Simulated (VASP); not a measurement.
Input of a VASP 6.6.1 run:

INCAR

```
PREC = Accurate
ENCUT = 520
EDIFF = 1E-6
ISMEAR = 0
SIGMA = 0.1
LREAL = F
LASPH = T
NELM = 60
ALGO = Normal
ISIF = 2
LWAVE = F
LCHARG = F
LDIPOL = T
IDIPOL = 3
DIPOL = 0.5 0.5 0.354
NBANDS = 16
```

Contents of KPOINTS:

```
Automatic mesh
0
Gamma
  9 9 1
```

POSCAR

```
Al3O
1.0
    2.8168432364      0.0000000000      0.0000000000
    0.0000000000      2.8168432364      0.0000000000
    0.0000000000      0.0000000000     21.1042970937
Al O
3 1
Direct
    0.5000000000      0.5000000000      0.1895348602
    0.0000000000      0.0000000000      0.2867549192
    0.5000000000      0.5000000000      0.3840117042
    0.8333333333      0.8333333333      0.5560145899
```

Potentials or basis: VASP PAW LDA potentials, release 64 (Al, O).

Launch:

```bash
$ cat potpaw_LDA.64/Al/POTCAR potpaw_LDA.64/O/POTCAR > POTCAR
$ mpirun -np 1 vasp_std > vasp.out
```

Question: Estimate the largest force.

Answer: 0.635 eV/Å.

Forces in eV/Å, atoms in the order of the input:
```
Al  -0.002 -0.002 -0.191
Al  -0.002 -0.002 -0.003
Al   0.021  0.021  0.634
O   -0.016 -0.016 -0.441
```

Caveat: an odd number of electrons without spin polarisation forces a metal; a magnetic or distorted state may lie lower.
